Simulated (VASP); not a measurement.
# BN (P6_3/mmc) in VASP: further runs

BN is run at these levels: PBE; tasks: single point, relaxation of cell and atoms.

Program: VASP 6.6.1. These are calculated values, not measurements. Logs are shortened: lines on timing, memory, paths and dates and some standing lists are left out, and cuts for length are marked.

## (1) The cell of the first run

The structure is hexagonal, space group P6_3/mmc (No. 194). The conventional cell has a = 2.512 Å, b = 2.512 Å, c = 8.371 Å, α = 90.00°, β = 90.00°, γ = 120.00°. Within 1.9 Å of B (site symmetry -6m2) lie 3 N at 1.45 Å. Within 1.9 Å of N (site symmetry -6m2) lie 3 B at 1.45 Å.

## (2) Single point, PBE

Input file INCAR:

```
ALGO = Normal
EDIFF = 1E-6
ENCUT = 520
GGA = PE
ISIF = 2
ISMEAR = 0
LASPH = True
LCHARG = False
LREAL = False
LWAVE = False
NBANDS = 16
NELM = 100
PREC = Accurate
SIGMA = 0.02
```

Input file KPOINTS:

```
k-points
0
Gamma
  12 12 4
```

Input file POSCAR:

```
BN
1.0
    2.5121676282      0.0000000000      0.0000000000
   -1.2560838141      2.1756009846      0.0000000000
    0.0000000000      0.0000000000      8.3707542845
B N
2 2
Direct
    0.3333333333      0.6666666667      0.2500000000
    0.6666666667      0.3333333333      0.7500000000
    0.3333333333      0.6666666667      0.7500000000
    0.6666666667      0.3333333333      0.2500000000
```

Potentials or basis: VASP PAW PBE potentials, release 64 (B, N).

On the command line:

```bash
$ cat potpaw_PBE.64/B/POTCAR potpaw_PBE.64/N/POTCAR > POTCAR
$ mpirun -np 1 vasp_std > vasp.out
```

OUTCAR:

```text
EDIFF = 1E-6
   ENCUT = 520
   GGA = PE
   ISIF = 2
   ISMEAR = 0
   LASPH = True
   LREAL = False
   NELM = 100
   PREC = Accurate

 ion  position               nearest neighbor table
   1  0.333  0.667  0.250-   4 1.45   4 1.45   4 1.45
   2  0.667  0.333  0.750-   3 1.45   3 1.45   3 1.45
   3  0.333  0.667  0.750-   2 1.45   2 1.45   2 1.45
   4  0.667  0.333  0.250-   1 1.45   1 1.45   1 1.45

  LATTYP: Found a hexagonal cell.
 ALAT       =     2.5121676282
 C/A-ratio  =     3.3320842887

  Lattice vectors:

 A1 = (   2.5121676282,   0.0000000000,   0.0000000000)
 A2 = (  -1.2560838141,   2.1756009846,   0.0000000000)
 A3 = (   0.0000000000,   0.0000000000,   8.3707542845)

Analysis of symmetry for initial positions (statically):
=====================================================================
 Subroutine PRICEL returns:
 Original cell was already a primitive cell.

 Routine SETGRP: Setting up the symmetry group for a
 hexagonal supercell.

 Subroutine GETGRP returns: Found 24 space group operations
 (whereof 12 operations were pure point group operations)
 out of a pool of 24 trial point group operations.

The static configuration has the point symmetry D_3d.
 The point group associated with its full space group is D_6h.

Analysis of symmetry for dynamics (positions and initial velocities):
=====================================================================
 Subroutine PRICEL returns:
 Original cell was already a primitive cell.

 Routine SETGRP: Setting up the symmetry group for a
 hexagonal supercell.

 Subroutine GETGRP returns: Found 24 space group operations
 (whereof 12 operations were pure point group operations)
 out of a pool of 24 trial point group operations.

The dynamic configuration has the point symmetry D_3d.
 The point group associated with its full space group is D_6h.

 Subroutine INISYM returns: Found 24 space group operations
 (whereof 12 operations are pure point group operations),
 and found     1 'primitive' translations

----------------------------------------------------------------------------------------

                                     Primitive cell

  volume of cell :      45.7501

  direct lattice vectors                    reciprocal lattice vectors
     2.512167628  0.000000000  0.000000000     0.398062609  0.229821554  0.000000000
    -1.256083814  2.175600985  0.000000000     0.000000000  0.459643109  0.000000000
     0.000000000  0.000000000  8.370754285     0.000000000  0.000000000  0.119463547

  length of vectors
     2.512167628  2.512167628  8.370754285     0.459643109  0.459643109  0.119463547

  position of ions in fractional coordinates (direct lattice)
     0.333333333  0.666666667  0.250000000
     0.666666667  0.333333333  0.750000000
     0.333333333  0.666666667  0.750000000
     0.666666667  0.333333333  0.250000000

  ion indices of the primitive-cell ions
   primitive index   ion index
                 1           1
                 2           2
                 3           3
                 4           4

----------------------------------------------------------------------------------------

 KPOINTS: k-points

Automatic generation of k-mesh.
 Grid dimensions read from file:
 generate k-points for:   12   12    4

 Generating k-lattice:

  Cartesian coordinates                     Fractional coordinates (reciprocal lattice)
     0.033171884  0.019151796  0.000000000     0.083333333  0.000000000  0.000000000
     0.000000000  0.038303592  0.000000000     0.000000000  0.083333333  0.000000000
     0.000000000  0.000000000  0.029865887     0.000000000  0.000000000  0.250000000

  Length of vectors
     0.038303592  0.038303592  0.029865887

  Shift w.r.t. Gamma in fractional coordinates (k-lattice)
     0.000000000  0.000000000  0.000000000

 Subroutine IBZKPT returns following result:
 ===========================================

 Found     57 irreducible k-points:

 Following reciprocal coordinates:
            Coordinates               Weight
  0.000000  0.000000  0.000000      1.000000
  0.083333  0.000000  0.000000      6.000000
  0.166667  0.000000  0.000000      6.000000
  0.250000  0.000000  0.000000      6.000000
  0.333333  0.000000  0.000000      6.000000
  0.416667  0.000000  0.000000      6.000000
[... 16 lines left out ...]
  0.250000  0.000000  0.250000     12.000000
  0.333333  0.000000  0.250000     12.000000
 [... further k-points ...]
   k-points           NKPTS =     57   k-points in BZ     NKDIM =     57   number of bands    NBANDS=     16
   number of dos      NEDOS =    301   number of ions     NIONS =      4
   total plane-waves  NPLWV =  25600
   dimension x,y,z NGX =    20 NGY =   20 NGZ =   64
   dimension x,y,z NGXF=    40 NGYF=   40 NGZF=  128
   ions per type =               2   2
   NGX,Y,Z   is equivalent  to a cutoff of  13.24, 13.24, 12.71 a.u.
   NGXF,Y,Z  is equivalent  to a cutoff of  26.47, 26.47, 25.42 a.u.
 SYSTEM =  unknown system
   PREC   = accura    normal or accurate (medium, high low for compatibility)
   ISTART =      0    job   : 0-new  1-cont  2-samecut
   ICHARG =      2    charge: 1-file 2-atom 10-const
   ISPIN  =      1    spin polarized calculation?
   LNONCOLLINEAR =      F non collinear calculations
   LSORBIT =      F    spin-orbit coupling
   LASPH  =      T    aspherical Exc in radial PAW
   ENCUT  =  520.0 eV  38.22 Ry    6.18 a.u.   4.67  4.67 15.56*2*pi/ulx,y,z
   NELM   =    100;   NELMIN=  2; NELMDL= -5     # of ELM steps
   EDIFF  = 0.1E-05   stopping-criterion for ELM
   LREAL  =      F    real-space projection
   EDIFFG = 0.1E-04   stopping-criterion for IOM
   NSW    =      0    number of steps for IOM
   IBRION =     -1    ionic relax: 0-MD 1-quasi-New 2-CG
   NFREE  =      0    steps in history (QN), initial steepest desc. (CG)
   ISIF   =      2    stress and relaxation
   ISYM   =      2    0-nonsym 1-usesym 2-fastsym
   POTIM  = 0.5000    time-step for ionic-motion
   TEBEG  =    0.0;   TEEND  =   0.0 temperature during run
   PSTRESS=    0.0 pullay stress
   NELECT =      16.0000    total number of electrons
   NUPDOWN=      -1.0000    fix difference up-down
   EMIN   =  10.00;   EMAX   =-10.00  energy-range for DOS
   EFERMI =   0.00;   METHOD = LEGACY
   ISMEAR =     0;   SIGMA  =   0.02  broadening in eV -4-tet -1-fermi 0-gaus
   EFERMI_NEDOS =   21; number of points for ismear=-14 and -15
   IALGO  =     38    algorithm
   IMIX   =      4    mixing-type and parameters
     AMIX     =   0.40;   BMIX     =  1.00
     AMIX_MAG =   1.60;   BMIX_MAG =  1.00
  volume/ion in A,a.u.               =      11.44        77.18
  Fermi-wavevector in a.u.,A,eV,Ry     =   1.153411  2.179630 18.100598  1.330356
  Thomas-Fermi vector in A             =   2.290055
   LORBIT       =      0    0 simple, 1 ext, 2 COOP (PROOUT), +10 PAW based schemes
   GGA     = PE    functional components
   LHFCALC =     F    Hartree Fock is set to
   AEXX    =    0.0000 exact exchange contribution
   IVDW    =     0    specifies the selected vdW correction
   LEPSILON=     F    determine dielectric tensor
   LRPA    =     F    only Hartree local field effects (RPA)
 non-spin polarized calculation
 Gauss-broadening in eV      SIGMA  =   0.02
  energy-cutoff  :      520.00
  volume of cell :       45.75
 maximum number of plane-waves:      1267
 NGX is ok and might be reduce to    20
   NGX =  9   NGY =  9   NGZ = 31

 number of electron      15.9999998 magnetization

 Free energy of the ion-electron system (eV)
  ---------------------------------------------------
  ext. energy  EPLUGINS =         0.00000000
  ---------------------------------------------------
  free energy    TOTEN  =       -35.20726492 eV

  energy without entropy =      -35.20726492  energy(sigma->0) =      -35.20726492

 E-fermi :   0.7717     XC(G=0):  -8.5604

 val. band max:        0.5817071240   @ k =   0.3333   0.3333   0.5000
 cond. band min:       4.9718472893   @ k =   0.0000   0.0000   0.0000
 fundamental gap:      4.3901401653
 Fermi energy:         0.7717206319

 k-point     1 :       0.0000    0.0000    0.0000
  band No.  band energies     occupation
      1     -17.0488      2.00000
      2     -17.0091      2.00000
      3      -4.9023      2.00000
      4      -4.3118      2.00000
      5      -0.7686      2.00000
      6      -0.7686      2.00000
[... 8 lines left out ...]
     15      12.1020      0.00000
     16      12.9227      0.00000

 k-point     2 :       0.0833    0.0000    0.0000
  band No.  band energies     occupation
      1     -16.9156      2.00000
      2     -16.8768      2.00000
      3      -4.7210      2.00000
      4      -4.1376      2.00000
      5      -1.3259      2.00000
      6      -1.3232      2.00000
[... 8 lines left out ...]
     15      12.6740      0.00000
     16      12.6887      0.00000

 k-point     3 :       0.1667    0.0000    0.0000
  band No.  band energies     occupation
      1     -16.5239      2.00000
      2     -16.4874      2.00000
      3      -4.1848      2.00000
      4      -3.6238      2.00000
      5      -2.7315      2.00000
      6      -2.7254      2.00000
[... 8 lines left out ...]
     15      13.3521      0.00000
     16      14.2664      0.00000

 k-point     4 :       0.2500    0.0000    0.0000
  band No.  band energies     occupation
      1     -15.9006      2.00000
      2     -15.8682      2.00000
      3      -4.5069      2.00000
      4      -4.5022      2.00000
      5      -3.3219      2.00000
      6      -2.8023      2.00000
[... 8 lines left out ...]
     15      13.7043      0.00000
     16      16.5167      0.00000
[... 324 lines left out ...]
 k-point    22 :       0.1667    0.0000    0.2500
  band No.  band energies     occupation
      1     -16.5185      2.00000
      2     -16.4928      2.00000
      3      -4.1099      2.00000
      4      -3.7144      2.00000
      5      -2.7294      2.00000
      6      -2.7255      2.00000
[... 8 lines left out ...]
     15      14.1083      0.00000
     16      14.2688      0.00000

 k-point    23 :       0.2500    0.0000    0.2500
  band No.  band energies     occupation
      1     -15.8959      2.00000
      2     -15.8730      2.00000
      3      -4.5067      2.00000
      4      -4.5034      2.00000
      5      -3.2508      2.00000
      6      -2.8841      2.00000
[... 8 lines left out ...]
     15      14.7722      0.00000
     16      16.5295      0.00000

 k-point    24 :       0.3333    0.0000    0.2500
  band No.  band energies     occupation
      1     -15.1107      2.00000
      2     -15.0922      2.00000
      3      -6.2740      2.00000
      4      -6.2697      2.00000
      5      -2.9908      2.00000
      6      -2.9871      2.00000
[... 8 lines left out ...]
     15      15.7863      0.00000
     16      18.0198      0.00000

 [... further k-points ...]

------------------------ aborting loop because EDIFF is reached ----------------------------------------

  FORCE on cell =-STRESS in cart. coord.  units (eV):
  Direction    XX          YY          ZZ          XY          YZ          ZX
  --------------------------------------------------------------------------------------
  -------------------------------------------------------------------------------------
  Total        0.0364872      0.0364872     -0.0221566      0.0000000     -0.0000000      0.0000000
  in kB        1.2777869      1.2777869     -0.7759280      0.0000000     -0.0000000      0.0000000
  external PRESSURE =       0.5932153 kB  Pullay stress =       0.0000000 kB

 VOLUME and BASIS-vectors are now :
 -----------------------------------------------------------------------------
  energy-cutoff  :      520.00
  volume of cell :       45.75
      direct lattice vectors                 reciprocal lattice vectors
     2.512167628  0.000000000  0.000000000     0.398062609  0.229821554  0.000000000
    -1.256083814  2.175600985  0.000000000     0.000000000  0.459643109  0.000000000
     0.000000000  0.000000000  8.370754285     0.000000000  0.000000000  0.119463547

 POSITION                                       TOTAL-FORCE (eV/Angst)
 -----------------------------------------------------------------------------------
     -0.00000      1.45040      2.09269        -0.000000      0.000000      0.000000
      1.25608      0.72520      6.27807         0.000000      0.000000      0.000000
     -0.00000      1.45040      6.27807         0.000000      0.000000      0.000000
      1.25608      0.72520      2.09269        -0.000000     -0.000000      0.000000
 -----------------------------------------------------------------------------------
    total drift:                               -0.000000      0.000000      0.000000

  FREE ENERGIE OF THE ION-ELECTRON SYSTEM (eV)
  ---------------------------------------------------
  free  energy   TOTEN  =       -35.2072649171 eV

  energy  without entropy=      -35.2072649171  energy(sigma->0) =      -35.20726492
```

Run time: 61 s. Hardware: 1 thread of Intel Xeon 8259CL, shared host; peak memory 0.17 GiB.

Results:

| Quantity | Value |
| --- | --- |
| Free energy | -35.2073 eV |
| Pressure | 0.1 GPa |
| Band gap on the k mesh | 4.39 eV (least direct gap 4.66 eV) |

Caveat: this functional lacks dispersion, which binds the layers, so the pressure and a relaxed spacing across them are unreliable.

[end of part 1 of 2]
